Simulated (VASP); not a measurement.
Runs of VASP 6.6.1 on PbO2. The structure is that of space group P4_2/mnm (No. 136), or close to it. The cells are those of the table. 

```tsv
task	level	potentials or basis	cell	k mesh	cutoff (eV)	gap on the mesh (eV)	pressure (GPa)	largest force (eV/Å)
single point	PBEsol	VASP PAW PBE potentials, release 64 (Pb_d, O)	a = 4.997, b = 4.997, c = 3.412 Å, 6 atoms	4 × 4 × 6	520	0.18	0.2	0.01
relaxation of cell and atoms	PBEsol	VASP PAW PBE potentials, release 64 (Pb_d, O)	relaxed from a = 5.082, b = 5.082, c = 3.442 Å, 6 atoms	4 × 4 × 6	600	0.18	0.0	-
single point	PBE	VASP PAW PBE potentials, release 64 (Pb_d, O)	a = 4.983, b = 4.983, c = 3.408 Å, 6 atoms	6 × 6 × 8	520	0.10	6.6	0.03
single point	r2SCAN	VASP PAW PBE potentials, release 64 (Pb_d, O)	a = 4.983, b = 4.983, c = 3.408 Å, 6 atoms	4 × 4 × 6	520	0.18	0.9	0.02
single point	LDA	VASP PAW LDA potentials, release 64 (Pb_d, O)	a = 4.935, b = 4.935, c = 3.392 Å, 6 atoms	4 × 4 × 6	520	0.19	0.5	0.01
single point	LDA	VASP PAW LDA potentials, release 64 (Pb_d, O)	a = 4.983, b = 4.983, c = 3.408 Å, 6 atoms	6 × 6 × 8	520	0.07	(b)	0.06
single point	PBE	VASP PAW PBE potentials, release 64 (Pb_d, O)	a = 5.082, b = 5.082, c = 3.442 Å, 6 atoms	6 × 6 × 8	520	(a)	0.2	0.01
```

Alike in all rows: no spin polarisation; smearing fermi-dirac 0.02 eV.

Task: Fill in the values left out.

Result: (a) 0.02; (b) -3.0.

Caveats: spin-orbit coupling is left out, which moves the levels of the heavy elements; the PAW data sets were made with another functional, which shifts forces and pressure a little (at least some runs); the cell stands under pressure (at least some runs).

A k mesh can miss the band edges, and the runs leave out spin-orbit coupling on Pb.
